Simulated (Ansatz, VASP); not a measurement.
Two plane-wave programs on HfBiS

```
Hf S Bi
1.0
     4.02634    0.00000    0.00000
     0.00000    4.02634    0.00000
     0.00000    0.00000    7.32310
Hf S Bi
2 2 2
Direct
  0.75000 0.25000 0.00000
  0.25000 0.75000 0.00000
  0.25000 0.25000 0.64490
  0.75000 0.75000 0.35510
  0.25000 0.25000 0.22864
  0.75000 0.75000 0.77136
```

Alike in both runs: task single point; functional r2SCAN; k mesh 8 × 8 × 5; no spin polarisation.

|  | VASP | Ansatz |
| --- | --- | --- |
| version | VASP 6.6.1 | Ansatz 0.2.0 |
| potentials or method | VASP PAW PBE potentials, release 64 (Hf_pv, S, Bi_d), cutoff 520 eV | PAW plane waves |
| occupations | fermi-dirac, width 0.1 eV | fermi-dirac |
| valence electrons in the cell | 62 | 94 |

VASP gave:

- rms of the force components (eV/Å): 2.644

**Question.** Which values does Ansatz return?

**Answer.** rms of the force components (eV/Å): 2.672.

VASP's potentials were made for PBE, not for r2SCAN. Atom by atom the forces differ by 0.030 eV/Å (rms over components). VASP's potentials hold 62 valence electrons a cell and Ansatz's 94, so a difference there can come from the potentials and not from the codes.

Neither program's run includes spin-orbit coupling.
